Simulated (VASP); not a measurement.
Runs of VASP 6.6.1 on KCl. The structure is that of space group Fm-3m (No. 225), or close to it. The cells are those of the table. 

```tsv
task	cell	smearing	gap on the mesh (eV)	pressure (GPa)	relaxed volume (Å³/atom)
single point	a = 4.297 Å, angles 60.0°, 2 atoms	gaussian 0.02 eV	5.12	(b)	-
single point	a = 4.443 Å, angles 60.0°, 2 atoms	gaussian 0.1 eV	(a)	(c)	-
relaxation of cell and atoms	relaxed from a = 4.297 Å, angles 60.0°, 2 atoms	gaussian 0.02 eV	5.11	0.0	28.12
relaxation of cell and atoms	relaxed from a = 4.443 Å, angles 60.0°, 2 atoms	gaussian 0.02 eV	5.10	0.0	28.15
```

Alike in all rows: level LDA; potentials or basis VASP PAW LDA potentials, release 64 (K_sv, Cl); no spin polarisation; k mesh 6 × 6 × 6; cutoff (eV) 500.

Q: Estimate the missing entries.

A: (a) 4.76; (b) 0.1; (c) -1.9.

